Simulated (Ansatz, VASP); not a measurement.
NbGaSe3: VASP beside Ansatz

The input INCAR:

```
SYSTEM = NbGaSe3
PREC = Accurate
ENCUT = 600
EDIFF = 1E-7
ISMEAR = 0
SIGMA = 0.1
LREAL = .False.
LASPH = .True.
NELM = 150
ALGO = Normal
ISIF = 3
LWAVE = .False.
LCHARG = .False.
ISPIN = 2
MAGMOM = 2.53 0.03 -0.18 -0.18 -0.18
LORBIT = 11
LMAXMIX = 4
GGA = PE
IBRION = 2
NSW = 90
EDIFFG = -0.04
```

File KPOINTS:

```
Automatic mesh
0
Gamma
  4 4 4
  0 0 0
```

File POSCAR:

```
NbGaSe3
1.0
    4.6044889500      0.0000000000      0.0000000000
    0.0000000000      4.6044889500      0.0000000000
    0.0000000000      0.0000000000      4.6044889500
Nb Ga Se
1 1 3
Direct
    0.0000000000      0.0000000000      0.0000000000
    0.5000000000      0.5000000000      0.5000000000
    0.0000000000      0.5000000000      0.5000000000
    0.5000000000      0.0000000000      0.5000000000
    0.5000000000      0.5000000000      0.0000000000
```

Input for Ansatz:

```yaml
crystal:
  lattice:
    - [4.60448895, 0.0, 0.0]
    - [0.0, 4.60448895, 0.0]
    - [0.0, 0.0, 4.60448895]
  atoms:
    - { symbol: Nb, position: [0.0, 0.0, 0.0] }
    - { symbol: Ga, position: [0.5, 0.5, 0.5] }
    - { symbol: Se, position: [0.0, 0.5, 0.5] }
    - { symbol: Se, position: [0.5, 0.0, 0.5] }
    - { symbol: Se, position: [0.5, 0.5, 0.0] }
basis:
  ecutwfc: 420
kpoints:
  mp_grid: { grid: [4, 4, 4] }
hamiltonian:
  xc: pbe
scf:
  occupations: { method: gaussian, width: 0.1 }
  lower_state_search: "off"
output:
  forces: true
  stress: true
  eigenvalues: true
  populations: true
magnetization:
  spin_polarized: true
relax:
  adjacent_minimum: "off"
  f_tol: 0.04
  max_steps: 70
  cell: { stress_tol: 0.4 }
```

Change from the starting cell: species swapped into the KCuCl3 type (Pm-3m, No. 221).

Alike in both runs: task relaxation of cell and atoms; functional PBE; k mesh 4 × 4 × 4; occupations gaussian, width 0.1 eV; collinear spin.

|  | VASP | Ansatz |
| --- | --- | --- |
| version | VASP 6.6.1 | Ansatz 0.2.0 |
| potentials or method | VASP PAW PBE potentials, release 64 (Nb_sv, Ga_d, Se), cutoff 600 eV | scalar-relativistic, plane waves, PAW |
| valence electrons in the cell | 44 | 74 |

```csv
,VASP,Ansatz,Ansatz less VASP
"gap on the k mesh at the Fermi level, each at its own relaxed structure (eV)",none,none,-
net moment per atom (μB),0.40,0.40,0.000
size of the moment on the site where the two differ most (μB),1.97,2.30,+0.338
relaxed volume (Å³/atom),23.19,23.19,0.000
relaxed length of the cell vector where the two differ most in proportion (Å),4.876,4.876,0.0000
```

Site moments also hang on the region over which each program counts them. A gap of «none» marks a metal or a gap that the smearing closes. VASP's potentials hold 44 valence electrons a cell and Ansatz's 74, so a difference there can come from the potentials and not from the codes. Ansatz's warnings: no starting moments.

Noted on VASP's run: the volume moved by over 15 % at a fixed basis, so the end points are rough; too few bands were computed for a metal, which touches its energy and stress.
